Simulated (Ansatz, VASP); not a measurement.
# Zn3F: VASP beside Ansatz

```
Zn F
1.0
     7.39611    0.00000    0.00000
    -3.69805    6.40522    0.00000
     0.00000    0.00000    2.68793
Zn F
6 2
Direct
  0.35013 0.17506 0.25000
  0.17506 0.35013 0.75000
  0.82494 0.17506 0.25000
  0.64987 0.82494 0.75000
  0.82494 0.64987 0.25000
  0.17506 0.82494 0.75000
  0.33333 0.66667 0.25000
  0.66667 0.33333 0.75000
```

Alike in both runs: functional PBE; k mesh 6 × 6 × 14; occupations gaussian, width 0.1 eV; no spin polarisation.

Ansatz relaxed the structure, and its values are those at the end. VASP's run is a single point on that final structure, the one shown.

|  | VASP | Ansatz |
| --- | --- | --- |
| version | VASP 6.6.1 | Ansatz 0.2.0 |
| potentials or method | VASP PAW PBE potentials, release 64 (Zn, F), cutoff 520 eV | scalar-relativistic, plane waves, PAW |
| valence electrons in the cell | 86 | 86 |

VASP gave:

```
gap on the k mesh at the Fermi level (eV) : none
pressure (GPa)                            : 0.1
```

Task: Estimate Ansatz's values.

Result: gap on the k mesh at the Fermi level (eV): none; pressure (GPa): 0.0.

A gap of «none» marks a metal or a gap that the smearing closes. With one functional, cell and mesh, what is left measures potentials, basis and numerics.
